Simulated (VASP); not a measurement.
# K in VASP: settings compared

Aim: see how the results for K move with the level of theory and the settings. Levels: PBEsol+D3(BJ), LDA, PBE. Tasks: single point.

All numbers are computed with VASP 6.6.1; they aren't measurements. Logs are shortened: lines on timing, memory, paths and dates and some standing lists are left out, and cuts for length are marked.

### Step 1. The cell of the first run

It takes space group Im-3m (No. 229, cubic). Conventional cell: a = 5.322 Å, b = 5.322 Å, c = 5.322 Å, α = 90.00°, β = 90.00°, γ = 90.00°.

### Step 2. Single point, PBEsol+D3(BJ)

INCAR reads:

```
  PREC = Accurate
  ENCUT = 520
  EDIFF = 1E-6
  ISMEAR = -4
  SIGMA = 0.1
  LREAL = F
  LASPH = T
  NELM = 80
  ALGO = Fast
  ISIF = 2
  LWAVE = F
  LCHARG = T
  GGA = PS
  IVDW = 12
  LELF = T
  LVHAR = T
  NBANDS = 10
```

KPOINTS reads:

```
regular mesh
0
Gamma
  7 7 7
```

POSCAR reads:

```
K
1.0
   -2.6611005540      2.6611005540      2.6611005540
    2.6611005540     -2.6611005540      2.6611005540
    2.6611005540      2.6611005540     -2.6611005540
K
1
Direct
    0.0000000000      0.0000000000      0.0000000000
```

Potentials or basis: VASP PAW PBE potentials, release 64 (K_sv).

Started as:

```bash
$ cat potpaw_PBE.64/K_sv/POTCAR > POTCAR
$ mpirun -np 1 vasp_std > vasp.out
```

OUTCAR:

```text
PREC = Accurate
   ENCUT = 520
   EDIFF = 1E-6
   ISMEAR = -4
   LREAL = F
   LASPH = T
   NELM = 80
   ISIF = 2
   GGA = PS
   IVDW = 12
 IVDW          = 12

 ion  position               nearest neighbor table
   1  0.000  0.000  0.000-

  LATTYP: Found a body centered cubic cell.
 ALAT       =     5.3222011080

  Lattice vectors:

 A1 = (  -2.6611005540,   2.6611005540,   2.6611005540)
 A2 = (   2.6611005540,  -2.6611005540,   2.6611005540)
 A3 = (   2.6611005540,   2.6611005540,  -2.6611005540)

Analysis of symmetry for initial positions (statically):
=====================================================================
 Subroutine PRICEL returns:
 Original cell was already a primitive cell.

 Routine SETGRP: Setting up the symmetry group for a
 body centered cubic supercell.

 Subroutine GETGRP returns: Found 48 space group operations
 (whereof 48 operations were pure point group operations)
 out of a pool of 48 trial point group operations.

The static configuration has the point symmetry O_h .

Analysis of symmetry for dynamics (positions and initial velocities):
=====================================================================
 Subroutine PRICEL returns:
 Original cell was already a primitive cell.

 Routine SETGRP: Setting up the symmetry group for a
 body centered cubic supercell.

 Subroutine GETGRP returns: Found 48 space group operations
 (whereof 48 operations were pure point group operations)
 out of a pool of 48 trial point group operations.

The dynamic configuration has the point symmetry O_h .

 Subroutine INISYM returns: Found 48 space group operations
 (whereof 48 operations are pure point group operations),
 and found     1 'primitive' translations

----------------------------------------------------------------------------------------

                                     Primitive cell

  volume of cell :      75.3779

  direct lattice vectors                    reciprocal lattice vectors
    -2.661100554  2.661100554  2.661100554     0.000000000  0.187892186  0.187892186
     2.661100554 -2.661100554  2.661100554     0.187892186  0.000000000  0.187892186
     2.661100554  2.661100554 -2.661100554     0.187892186  0.187892186  0.000000000

  length of vectors
     4.609161364  4.609161364  4.609161364     0.265719678  0.265719678  0.265719678

  position of ions in fractional coordinates (direct lattice)
     0.000000000  0.000000000  0.000000000

  ion indices of the primitive-cell ions
   primitive index   ion index
                 1           1

----------------------------------------------------------------------------------------

 KPOINTS: regular mesh

Automatic generation of k-mesh.
 Grid dimensions read from file:
 generate k-points for:    7    7    7

 Generating k-lattice:

  Cartesian coordinates                     Fractional coordinates (reciprocal lattice)
     0.000000000  0.026841741  0.026841741     0.142857143  0.000000000  0.000000000
     0.026841741  0.000000000  0.026841741     0.000000000  0.142857143  0.000000000
     0.026841741  0.026841741  0.000000000     0.000000000  0.000000000  0.142857143

  Length of vectors
     0.037959954  0.037959954  0.037959954

  Shift w.r.t. Gamma in fractional coordinates (k-lattice)
     0.000000000  0.000000000  0.000000000

 TETIRR: Found    339 inequivalent tetrahedra from     2058

 Subroutine IBZKPT returns following result:
 ===========================================

 Found     20 irreducible k-points:

 Following reciprocal coordinates:
            Coordinates               Weight
  0.000000  0.000000  0.000000      1.000000
  0.142857  0.000000  0.000000     12.000000
  0.285714  0.000000  0.000000     12.000000
  0.428571  0.000000  0.000000     12.000000
  0.142857  0.142857  0.000000     24.000000
  0.285714  0.142857 -0.000000     48.000000
[... 12 lines left out ...]
 -0.428571 -0.428571  0.285714      8.000000
 -0.428571  0.428571  0.428571      6.000000
   k-points           NKPTS =     20   k-points in BZ     NKDIM =     20   number of bands    NBANDS=     10
   number of dos      NEDOS =    301   number of ions     NIONS =      1
   total plane-waves  NPLWV =  46656
   dimension x,y,z NGX =    36 NGY =   36 NGZ =   36
   dimension x,y,z NGXF=    72 NGYF=   72 NGZF=   72
   ions per type =               1
   NGX,Y,Z   is equivalent  to a cutoff of  12.98, 12.98, 12.98 a.u.
   NGXF,Y,Z  is equivalent  to a cutoff of  25.97, 25.97, 25.97 a.u.
 SYSTEM =  unknown system
   PREC   = accura    normal or accurate (medium, high low for compatibility)
   ISTART =      0    job   : 0-new  1-cont  2-samecut
   ICHARG =      2    charge: 1-file 2-atom 10-const
   ISPIN  =      1    spin polarized calculation?
   LNONCOLLINEAR =      F non collinear calculations
   LSORBIT =      F    spin-orbit coupling
   LASPH  =      T    aspherical Exc in radial PAW
   ENCUT  =  520.0 eV  38.22 Ry    6.18 a.u.   8.57  8.57  8.57*2*pi/ulx,y,z
   NELM   =     80;   NELMIN=  2; NELMDL= -5     # of ELM steps
   EDIFF  = 0.1E-05   stopping-criterion for ELM
   LREAL  =      F    real-space projection
[... 7 lines left out ...]
   TEBEG  =    0.0;   TEEND  =   0.0 temperature during run
   PSTRESS=    0.0 pullay stress
   NELECT =       9.0000    total number of electrons
   NUPDOWN=      -1.0000    fix difference up-down
   EMIN   =  10.00;   EMAX   =-10.00  energy-range for DOS
   EFERMI =   0.00;   METHOD = LEGACY
   ISMEAR =    -4;   SIGMA  =   0.10  broadening in eV -4-tet -1-fermi 0-gaus
   EFERMI_NEDOS =   21; number of points for ismear=-14 and -15
   IALGO  =     68    algorithm
   IMIX   =      4    mixing-type and parameters
     AMIX     =   0.40;   BMIX     =  1.00
     AMIX_MAG =   1.60;   BMIX_MAG =  1.00
  volume/ion in A,a.u.               =      75.38       508.67
  Fermi-wavevector in a.u.,A,eV,Ry     =   0.806135  1.523374  8.841793  0.649853
  Thomas-Fermi vector in A             =   1.914511
   LORBIT       =      0    0 simple, 1 ext, 2 COOP (PROOUT), +10 PAW based schemes
   GGA     = PS    functional components
   LHFCALC =     F    Hartree Fock is set to
   AEXX    =    0.0000 exact exchange contribution
   IVDW    =    12    specifies the selected vdW correction
   LEPSILON=     F    determine dielectric tensor
   LRPA    =     F    only Hartree local field effects (RPA)
 non-spin polarized calculation
 RMM-DIIS sequential band-by-band and
 Fermi weights with tetrahedron method witout Bloechl corrections
  energy-cutoff  :      520.00
  volume of cell :       75.38
 maximum number of plane-waves:      2040
 NGX is ok and might be reduce to    36
   NGX = 17   NGY = 17   NGZ = 17

 number of electron       9.0000001 magnetization

 Free energy of the ion-electron system (eV)
  ---------------------------------------------------
  ext. energy  EPLUGINS =         0.00000000
  ---------------------------------------------------
  free energy    TOTEN  =        -1.05137355 eV

  energy without entropy =       -1.05137355  energy(sigma->0) =       -1.05137355

 E-fermi :  -0.1691     XC(G=0):  -5.6346

 val. band max:       -0.2935003321   @ k =  -0.2857   0.4286   0.1429
 cond. band min:      -0.0950355516   @ k =  -0.4286   0.4286   0.1429
 fundamental gap:      0.1984647805
 Fermi energy:        -0.1691347533

 k-point     1 :       0.0000    0.0000    0.0000
  band No.  band energies     occupation
      1     -32.2241      2.00000
      2     -15.7356      2.00000
      3     -15.7356      2.00000
      4     -15.7356      2.00000
      5      -2.3406      2.00000
      6       4.0555      0.00000
      7       4.0555      0.00000
      8       4.0555      0.00000
      9       4.9603      0.00000
     10       4.9603      0.00000

 k-point     2 :       0.1429    0.0000    0.0000
  band No.  band energies     occupation
      1     -32.2234      2.00000
      2     -15.7476      2.00000
      3     -15.7397      2.00000
      4     -15.7356      2.00000
      5      -2.0933      2.00000
      6       3.6016      0.00000
      7       3.7626      0.00000
      8       4.2502      0.00000
      9       4.7166      0.00000
     10       4.9071      0.00000

 k-point     3 :       0.2857    0.0000    0.0000
  band No.  band energies     occupation
      1     -32.2218      2.00000
      2     -15.7743      2.00000
      3     -15.7487      2.00000
      4     -15.7355      2.00000
      5      -1.3827      1.99314
      6       2.3694      0.00000
      7       3.2768      0.00000
      8       4.7973      0.00000
      9       4.8172      0.00000
     10       4.9375      0.00000

 k-point     4 :       0.4286    0.0000    0.0000
  band No.  band energies     occupation
      1     -32.2206      2.00000
      2     -15.7953      2.00000
      3     -15.7559      2.00000
      4     -15.7355      2.00000
      5      -0.3045      1.24357
      6       1.0213      0.00000
      7       2.9777      0.00000
      8       4.6598      0.00000
      9       5.2571      0.00000
     10       5.7193      0.00000
[... 170 lines left out ...]
 k-point    18 :      -0.4286    0.4286    0.2857
  band No.  band energies     occupation
      1     -32.2187      2.00000
      2     -15.7855      2.00000
      3     -15.7706      2.00000
      4     -15.7639      2.00000
      5       0.4613      0.10638
      6       1.5348      0.00000
      7       2.9252      0.00000
      8       3.1114      0.00000
      9       4.1400      0.00000
     10       5.7493      0.00000

 k-point    19 :      -0.4286   -0.4286    0.2857
  band No.  band energies     occupation
      1     -32.2182      2.00000
      2     -15.7819      2.00000
      3     -15.7819      2.00000
      4     -15.7660      2.00000
      5       1.2291      0.00103
      6       1.2291      0.00000
      7       2.2450      0.00000
      8       3.7466      0.00000
      9       3.7466      0.00000
     10       5.5786      0.00000

 k-point    20 :      -0.4286    0.4286    0.4286
  band No.  band energies     occupation
      1     -32.2177      2.00000
      2     -15.7807      2.00000
      3     -15.7788      2.00000
      4     -15.7788      2.00000
      5       1.1473      0.00164
      6       1.5685      0.00000
      7       3.1681      0.00000
      8       3.1681      0.00000
      9       3.1928      0.00000
     10       5.6929      0.00000

------------------------ aborting loop because EDIFF is reached ----------------------------------------

 Edisp (eV)   -0.12087

 E8    (eV) :    -0.0904

  FORCE on cell =-STRESS in cart. coord.  units (eV):
  Direction    XX          YY          ZZ          XY          YZ          ZX
  --------------------------------------------------------------------------------------
  -------------------------------------------------------------------------------------
  Total      -0.18183    -0.18183    -0.18183     0.00000    -0.00000     0.00000
  in kB      -3.86493    -3.86493    -3.86493     0.00000    -0.00000     0.00000
  external pressure =       -3.86 kB  Pullay stress =        0.00 kB

 VOLUME and BASIS-vectors are now :
 -----------------------------------------------------------------------------
  energy-cutoff  :      520.00
  volume of cell :       75.38
      direct lattice vectors                 reciprocal lattice vectors
    -2.661100554  2.661100554  2.661100554     0.000000000  0.187892186  0.187892186
     2.661100554 -2.661100554  2.661100554     0.187892186  0.000000000  0.187892186
     2.661100554  2.661100554 -2.661100554     0.187892186  0.187892186  0.000000000

 POSITION                                       TOTAL-FORCE (eV/Angst)
 -----------------------------------------------------------------------------------
      0.00000      0.00000      0.00000         0.000000      0.000000      0.000000
 -----------------------------------------------------------------------------------
    total drift:                               -0.000000      0.000000      0.000000

  FREE ENERGIE OF THE ION-ELECTRON SYSTEM (eV)
  ---------------------------------------------------
  free  energy   TOTEN  =        -1.1722415859 eV

  energy  without entropy=       -1.1722415859  energy(sigma->0) =       -1.17224159
```

It took 9.9 s on 1 thread of Intel Xeon 6975P-C, shared host; peak memory 0.2 GiB.

What came out:

```
Free energy                : -1.1722 eV
Pressure                   : -0.4 GPa
Dispersion energy per atom : -0.121 eV
```

Caveat: three body term missing; the PAW data sets were made with another functional, which shifts forces and pressure a little; pairwise dispersion overbinds metals, which lowers pressure and volume.

### Step 3. Single point, LDA (volume scaled by 1.15)

INCAR reads:

```
PREC = Accurate ; ENCUT = 520
EDIFF = 1E-6 ; ISMEAR = 1
SIGMA = 0.1 ; LREAL = F
LASPH = T ; NELM = 100
ALGO = Fast ; ISIF = 2
LWAVE = F ; LCHARG = T
LELF = T ; LVHAR = T
NBANDS = 10
```

KPOINTS reads:

```
Automatic mesh
0
Gamma
  7 7 7
```

POSCAR reads:

```
K
1.0
    4.8951287100      0.0000000000      0.0000000000
   -1.6317095696      4.6151716076      0.0000000000
   -1.6317095696     -2.3075858030      3.9968558555
K
1
Direct
    0.0000000000      0.0000000000      0.0000000000
```

Potentials or basis: VASP PAW LDA potentials, release 64 (K_sv).

Started as:

```bash
$ cat potpaw_LDA.64/K_sv/POTCAR > POTCAR
$ mpirun -np 1 vasp_std > vasp.out
```

Wall time 16 s (1 thread of Intel Xeon Platinum 8488C (Sapphire Rapids), shared host); peak memory 0.16 GiB.

The run converged. Its results:

| Quantity | Value |
| --- | --- |
| Free energy | -1.0798 eV |
| Pressure | -0.8 GPa |

Levels at points of the mesh, in eV from the Fermi level:
```csv
k point,band 3,band 4,band 5,band 6,band 7,band 8
"(0.00, 0.00, 0.00)",-15.65,-15.65,-1.87,3.96,3.96,3.96
```

Caveat: the cell differs from its parent crystal (volume scaled by 1.15).

### Step 4. Single point, PBE

This run uses another cell than the first one, of 77.73 Å³/atom, 1.031 times its volume.

INCAR reads:

```
SYSTEM = K
PREC = Accurate
ENCUT = 520
EDIFF = 1E-7
ISMEAR = -1
SIGMA = 0.05
LREAL = .FALSE.
LASPH = .TRUE.
NELM = 100
ALGO = Normal
ISIF = 2
LWAVE = .FALSE.
LCHARG = .FALSE.
GGA = PE
NBANDS = 10
```

KPOINTS reads:

```
regular mesh
0
G
  7 7 7
  0 0 0
```

POSCAR reads:

```
K
1.0
   -2.6975585167      2.6975585167      2.6705829315
    2.6975585167     -2.6975585167      2.6705829315
    2.6975585167      2.6975585167     -2.6705829315
K
1
Direct
    0.0000000000      0.0000000000      0.0000000000
```

Potentials or basis: VASP PAW PBE potentials, release 64 (K_sv).

Started as:

```bash
$ cat potpaw_PBE.64/K_sv/POTCAR > POTCAR
$ mpirun -np 1 vasp_std > vasp.out
```

Wall time 32 s (1 thread of Intel Xeon 6975P-C, shared host); peak memory 0.21 GiB.

The run converged. Its results:

```
Free energy : -1.0501 eV
Pressure    : -0.2 GPa
```

Levels at points of the mesh, in eV from the Fermi level:
| k point | band 3 | band 4 | band 5 | band 6 | band 7 | band 8 |
| --- | --- | --- | --- | --- | --- | --- |
| (0.00, 0.00, 0.00) | -15.61 | -15.61 | -2.07 | 4.21 | 4.26 | 4.26 |

(Part 1 of 2 ends here.)
